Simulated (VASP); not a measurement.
# AlGa2 (P6/mmm) in VASP: notebook, part 2 of 2

VASP 6.6.1.

## (3) Single point, PBE

This run uses another cell than the first one, of 18.15 Å³/atom.

The input, INCAR:

```
SYSTEM = AlGa2
PREC = Accurate
ENCUT = 520
EDIFF = 1E-6
ISMEAR = 0
SIGMA = 0.1
LREAL = .False.
LASPH = .True.
NELM = 100
ALGO = Normal
ISIF = 2
LWAVE = .False.
LCHARG = .True.
GGA = PE
LELF = .True.
LVHAR = .True.
NBANDS = 22
```

The input, KPOINTS:

```
Automatic mesh
0
Gamma
  6 6 6
  0 0 0
```

The input, POSCAR:

```
AlGa2
1.0
    4.6814409231      0.0000000000      0.0000000000
   -2.3407204616      4.0542467658      0.0000000000
    0.0000000000      0.0000000000      2.8691640269
Al Ga
1 2
Direct
    0.0000000000      0.0000000000      0.5000000000
    0.3333333333      0.6666666667      0.0000000000
    0.6666666667      0.3333333333      0.0000000000
```

Potentials or basis: VASP PAW PBE potentials, release 64 (Al, Ga_d).

On the command line:

```
$ cat potpaw_PBE.64/Al/POTCAR potpaw_PBE.64/Ga_d/POTCAR > POTCAR
$ mpirun -np 1 vasp_std > vasp.out
```

Wall time 61 s (1 thread of Oxide Virtual Turin-like, shared host); peak memory 0.15 GiB.

It converged, with:

- Free energy: -9.3734 eV
- Pressure: 0.2 GPa
- Band gap on the k mesh: zero (an odd number of electrons rules out a gap without spin polarisation)

Stress tensor (GPa, compression positive):
```
 0.31  0.00  0.00
 0.00  0.31  0.00
 0.00  0.00 -0.09
```

Levels at points of the mesh, in eV from the Fermi level:
```tsv
k point	band 11	band 12	band 13	band 14	band 15	band 16	band 17	band 18
(0.00, 0.00, 0.00)	-11.19	-2.73	-1.95	-1.83	-1.83	-1.37	-1.37	6.00
(0.50, 0.00, 0.00)	-9.09	-8.63	-4.22	-4.04	4.49	4.57	4.85	5.52
(0.00, 0.00, 0.50)	-7.18	-5.73	1.37	1.37	1.55	1.62	1.71	2.87
(0.50, 0.00, 0.50)	-5.23	-4.74	-3.54	-3.13	-0.49	-0.24	0.54	1.88
```

Caveat: the k points lie up to 0.36 Å⁻¹ apart, too coarse for converged energies and pressures of a metal.

## (4) Relaxation of cell and atoms, PBE

The input, INCAR:

```
  PREC = Accurate
  ENCUT = 600
  EDIFF = 1E-6
  ISMEAR = 0
  SIGMA = 0.1
  LREAL = False
  LASPH = True
  NELM = 80
  ALGO = Normal
  ISIF = 3
  LWAVE = False
  LCHARG = False
  GGA = PE
  IBRION = 2
  NSW = 90
  EDIFFG = -0.04
```

The input, KPOINTS:

```
Automatic mesh
0
Gamma
  6 6 6
```

The input, POSCAR:

```
AlGa2
1.0
    4.3654110400      0.0000000000      0.0000000000
   -2.1827055200      3.7805568600      0.0000000000
    0.0000000000      0.0000000000      3.1397672000
Al Ga
1 2
Direct
    0.0000000000      0.0000000000      0.5000000000
    0.3333333300      0.6666666700      0.0000000000
    0.6666666700      0.3333333300      0.0000000000
```

On the command line:

```
$ cat potpaw_PBE.64/Al/POTCAR potpaw_PBE.64/Ga_d/POTCAR > POTCAR
$ mpirun -np 1 vasp_std > vasp.out
```

It took 5.9 min on 1 thread of Oxide Virtual Turin-like, shared host; peak memory 0.18 GiB.

The run converged. Its results:

```
Free energy                           : -9.3730 eV
Relaxed volume                        : 18.16 Å³/atom
Relaxed cell                          : a = 4.686 Å, b = 4.686 Å, c = 2.865 Å, α = 90.00°, β = 90.00°, γ = 120.00°
Space group after relaxing (to 0.1 Å) : P6/mmm (No. 191)
Energy gained by relaxing             : 104.1 meV/atom
Ionic steps                           : 11
Pressure after relaxing               : 0.2 GPa
Band gap on the k mesh                : zero (an odd number of electrons rules out a gap without spin polarisation)
```

Step by step:
| step | energy change (eV) | largest force (eV/Å) | pressure (GPa) | volume (Å³) |
| --- | --- | --- | --- | --- |
| 1 | 0.0000 | 0.0000 | 5.39 | 51.82 |
| 2 | -0.1412 | 0.0000 | -0.53 | 56.26 |
| 3 | -0.1442 | 0.0000 | -3.08 | 59.15 |
| 4 | -0.1493 | 0.0000 | -2.35 | 58.14 |
| 5 | -0.2488 | 0.0000 | -2.59 | 57.52 |
| 6 | -0.1124 | 0.0000 | 0.72 | 55.00 |
| 7 | -0.2938 | 0.0000 | -1.45 | 56.60 |
| 8 | -0.2972 | 0.0000 | -1.89 | 56.78 |
| 9 | -0.2968 | 0.0000 | -2.11 | 56.94 |
| 10 | -0.2976 | 0.0000 | -1.93 | 56.85 |
| 11 | -0.3123 | 0.0000 | 0.16 | 54.49 |

Final structure:
```xyz
3
Lattice="4.6858 0.0000 0.0000 -2.3429 4.0580 0.0000 0.0000 0.0000 2.8654" Properties=species:S:1:pos:R:3 pbc="T T T"
Al    0.0000    0.0000    1.4327
Ga    0.0000    2.7053    2.8654
Ga    2.3429    1.3527    0.0000
```

Levels at points of the mesh, in eV from the Fermi level:
```tsv
k point	band 10	band 11	band 12	band 13	band 14	band 15	band 16	band 17	band 18
(0.00, 0.00, 0.00)	-14.78	-11.18	-2.75	-1.97	-1.83	-1.83	-1.38	-1.38	6.06
(0.50, 0.00, 0.00)	-14.77	-9.08	-8.63	-4.23	-4.04	4.47	4.55	4.84	5.50
(0.00, 0.00, 0.50)	-14.66	-7.15	-5.71	1.38	1.38	1.55	1.63	1.69	2.88
(0.50, 0.00, 0.50)	-14.70	-5.20	-4.72	-3.53	-3.12	-0.47	-0.24	0.54	1.89
```

## (5) Single point, PBE

This run uses another cell than the first one, of 18.20 Å³/atom.

The input, INCAR:

```
SYSTEM = AlGa2
PREC = Accurate ; ENCUT = 520
EDIFF = 1E-6 ; ISMEAR = 0
SIGMA = 0.1 ; LREAL = .False.
LASPH = .True. ; NELM = 100
ALGO = Fast ; ISIF = 2
LWAVE = .False. ; LCHARG = .False.
GGA = PE ; NBANDS = 22
```

The input, KPOINTS:

```
Automatic mesh
0
Gamma
  12 12 16
  0 0 0
```

The input, POSCAR:

```
AlGa2
1.0
    4.7666698738      0.0000000000      0.0000000000
   -2.3833349369      4.1280572021      0.0000000000
    0.0000000000      0.0000000000      2.7740496100
Al Ga
1 2
Direct
    0.0000000000      0.0000000000      0.5000000000
    0.3333333333      0.6666666667      0.0000000000
    0.6666666667      0.3333333333      0.0000000000
```

On the command line:

```
$ cat potpaw_PBE.64/Al/POTCAR potpaw_PBE.64/Ga_d/POTCAR > POTCAR
$ mpirun -np 1 vasp_std > vasp.out
```

It took 4.2 min on 1 thread of Oxide Virtual Turin-like, shared host; peak memory 0.27 GiB.

It converged, with:

```yaml
Free_energy: -9.3133 eV
Pressure: 0.1 GPa
Band_gap_on_the_k_mesh: zero (an odd number of electrons rules out a gap without spin polarisation)
```

Levels at points of the mesh, in eV from the Fermi level:
```tsv
k point	band 10	band 11	band 12	band 13	band 14	band 15	band 16	band 17	band 18	band 19
(0.00, 0.00, 0.00)	-14.72	-11.12	-3.19	-2.39	-1.96	-1.96	-1.56	-1.56	7.31	9.57
(0.50, 0.00, 0.00)	-14.71	-9.10	-8.65	-4.52	-4.10	3.95	4.00	4.45	5.14	7.39
(0.00, 0.00, 0.50)	-14.59	-6.69	-5.45	1.36	1.38	1.63	1.63	1.69	2.97	2.97
(0.50, 0.00, 0.50)	-14.64	-4.78	-4.40	-3.41	-2.89	-0.20	-0.19	0.50	2.06	7.26
```

## (6) Relaxation of cell and atoms, PBE

This run uses another cell than the first one, of 18.15 Å³/atom.

The input, INCAR:

```
ALGO = Fast
EDIFF = 1E-6
EDIFFG = -0.01
ENCUT = 600
GGA = PE
IBRION = 2
ISIF = 3
ISMEAR = 0
LASPH = True
LCHARG = False
LREAL = False
LWAVE = False
NELM = 100
NSW = 100
PREC = Accurate
SIGMA = 0.1
```

The input, KPOINTS:

```
k-points
0
Gamma
  12 12 16
```

The input, POSCAR:

```
AlGa2
1.0
    4.6814409231      0.0000000000      0.0000000000
   -2.3407204616      4.0542467658      0.0000000000
    0.0000000000      0.0000000000      2.8691640269
Al Ga
1 2
Direct
    0.0000000000      0.0000000000      0.5000000000
    0.3333333333      0.6666666667      0.0000000000
    0.6666666667      0.3333333333      0.0000000000
```

Potentials or basis: VASP PAW PBE potentials, release 64 (Al, Ga_d).

On the command line:

```
$ cat potpaw_PBE.64/Al/POTCAR potpaw_PBE.64/Ga_d/POTCAR > POTCAR
$ mpirun -np 1 vasp_std > vasp.out
```

Wall time 20 min (1 thread of Oxide Virtual Turin-like, shared host); peak memory 0.31 GiB.

Results (log left out):

```
Free energy                           : -9.3130 eV
Relaxed volume                        : 18.21 Å³/atom
Relaxed cell                          : a = 4.770 Å, b = 4.770 Å, c = 2.773 Å, α = 90.00°, β = 90.00°, γ = 120.00°
Space group after relaxing (to 0.1 Å) : P6/mmm (No. 191)
Energy gained by relaxing             : 3.5 meV/atom
Ionic steps                           : 9
Pressure after relaxing               : 0.0 GPa
Band gap on the k mesh                : zero (an odd number of electrons rules out a gap without spin polarisation)
```

The path:
```tsv
step	energy change (eV)	largest force (eV/Å)	pressure (GPa)	volume (Å³)
1	0.0000	0.0000	0.14	54.46
2	-0.0025	0.0000	0.00	54.58
3	-0.0056	0.0000	-0.17	54.80
4	-0.0095	0.0000	-0.43	55.21
5	-0.0102	0.0000	0.33	54.50
6	-0.0105	0.0000	-0.07	54.74
7	-0.0105	0.0000	-0.14	54.76
8	-0.0105	0.0000	-0.06	54.75
9	-0.0106	0.0000	-0.03	54.64
```

Final structure:
```cif
data_structure
_symmetry_space_group_name_H-M 'P 1'
_symmetry_Int_Tables_number 1
_cell_length_a 4.7697
_cell_length_b 4.7697
_cell_length_c 2.7734
_cell_angle_alpha 90.000
_cell_angle_beta 90.000
_cell_angle_gamma 120.000
_cell_volume 54.64
loop_
_atom_site_label
_atom_site_type_symbol
_atom_site_fract_x
_atom_site_fract_y
_atom_site_fract_z
_atom_site_occupancy
Al1 Al 0.00000 0.00000 0.50000 1
Ga1 Ga 0.33333 0.66667 0.00000 1
Ga2 Ga 0.66667 0.33333 0.00000 1
```

Levels at points of the mesh, in eV from the Fermi level:
```csv
k point,band 10,band 11,band 12,band 13,band 14,band 15,band 16,band 17,band 18
"(0.00, 0.00, 0.00)",-14.72,-11.12,-3.20,-2.40,-1.96,-1.96,-1.56,-1.56,7.33
"(0.50, 0.00, 0.00)",-14.71,-9.10,-8.65,-4.52,-4.10,3.93,3.98,4.44,5.13
"(0.00, 0.00, 0.50)",-14.59,-6.68,-5.44,1.36,1.38,1.63,1.63,1.68,2.97
"(0.50, 0.00, 0.50)",-14.64,-4.77,-4.39,-3.40,-2.89,-0.20,-0.18,0.49,2.07
```

Caveat: the highest band is partly filled, so the run has too few bands.

## (7) The runs side by side

| task | cell | k mesh | cutoff (eV) | gap on the mesh (eV) | pressure (GPa) | relaxed volume (Å³/atom) |
| --- | --- | --- | --- | --- | --- | --- |
| single point | a = 4.365, b = 4.365, c = 3.140 Å, angles 90.0, 90.0, 120.0°, 3 atoms | 6 × 6 × 6 | 520 | none | 5.4 | - |
| single point | a = 4.681, b = 4.681, c = 2.869 Å, angles 90.0, 90.0, 120.0°, 3 atoms | 6 × 6 × 6 | 520 | none | 0.2 | - |
| relaxation of cell and atoms | relaxed from a = 4.365, b = 4.365, c = 3.140 Å, angles 90.0, 90.0, 120.0°, 3 atoms | 6 × 6 × 6 | 600 | none | 0.2 | 18.16 |
| single point | a = 4.767, b = 4.767, c = 2.774 Å, angles 90.0, 90.0, 120.0°, 3 atoms | 12 × 12 × 16 | 520 | none | 0.1 | - |
| relaxation of cell and atoms | relaxed from a = 4.681, b = 4.681, c = 2.869 Å, angles 90.0, 90.0, 120.0°, 3 atoms | 12 × 12 × 16 | 600 | none | 0.0 | 18.21 |

Alike in all rows: level PBE; potentials or basis VASP PAW PBE potentials, release 64 (Al, Ga_d); no spin polarisation; smearing gaussian 0.1 eV.

Caveats: some runs use coarse meshes; the stress differs along the axes, from -0 to 8 GPa (at least some runs); the highest band is partly filled, so the run has too few bands (at least some runs).

Absolute energies hang on the potentials; compare differences alone.
